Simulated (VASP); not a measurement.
Wanted: the native input for a VASP 6.6.1 run.

- Task: relaxation of cell and atoms
- Functional: PBE
- Potentials or basis: VASP PAW PBE potentials, release 64 (Cu, B)
- Cutoff: 600 eV
- k mesh: 6 × 6 × 4
- Occupations: gaussian, width 0.1 eV
- Spin: no spin polarisation
- Dipole correction: no
- Further INCAR settings: ALGO = Normal; EDIFF = 1e-07; IBRION = 2; EDIFFG = -0.04; NSW = 90; ISIF = 3

The structure of CuB5 lies in POSCAR:

```
CuB5
1.0
    3.0268512000      0.0000000000      0.0000000000
   -1.5134256000      2.6213300300      0.0000000000
    0.0000000000      0.0000000000      5.2742247200
Cu B
1 5
Direct
    0.0000000000      0.0000000000      0.5000000000
    0.5000000000      0.0000000000      0.0000000000
    0.0000000000      0.5000000000      0.0000000000
    0.5000000000      0.5000000000      0.0000000000
    0.0000000000      0.0000000000      0.8467173100
    0.0000000000      0.0000000000      0.1532826900
```

The cell was generated, and may not be a known phase.

One way to write it, as run:

INCAR

```
  PREC = Accurate
  ENCUT = 600
  EDIFF = 1E-7
  ISMEAR = 0
  SIGMA = 0.1
  LREAL = F
  LASPH = T
  NELM = 100
  ALGO = Normal
  ISIF = 3
  LWAVE = F
  LCHARG = F
  GGA = PE
  IBRION = 2
  NSW = 90
  EDIFFG = -0.04
```

KPOINTS

```
regular mesh
0
Gamma
  6 6 4
```

Potentials or basis: VASP PAW PBE potentials, release 64 (Cu, B).

Launch:

```bash
$ cat potpaw_PBE.64/Cu/POTCAR potpaw_PBE.64/B/POTCAR > POTCAR
$ mpirun -np 1 vasp_std > vasp.out
```

It gave:

The relaxed volume is 10.07 Å³/atom, the relaxed cell is a = 3.299 Å, b = 3.299 Å, c = 6.410 Å, α = 90.00°, β = 90.00°, γ = 120.00° and the space group after relaxing (to 0.1 Å) is P6/mmm (No. 191). The energy gained by relaxing is 809.9 meV/atom and the ionic steps are 12. The pressure after relaxing is -0.2 GPa, the largest force after relaxing is 0.016 eV/Å and the band gap on the k mesh is zero (bands 13 and 14 overlap by 2.28 eV).

Caveat: the k points lie up to 0.37 Å⁻¹ apart in the final cell, too coarse for converged energies and pressures of a metal; the volume moved by over 15 % at a fixed basis, so the end points are rough.

Run time: 97 s on 1 thread of Intel(R) Xeon(R) 6975P-C (Granite Rapids), with other jobs on the host, peak memory 0.16 GiB.
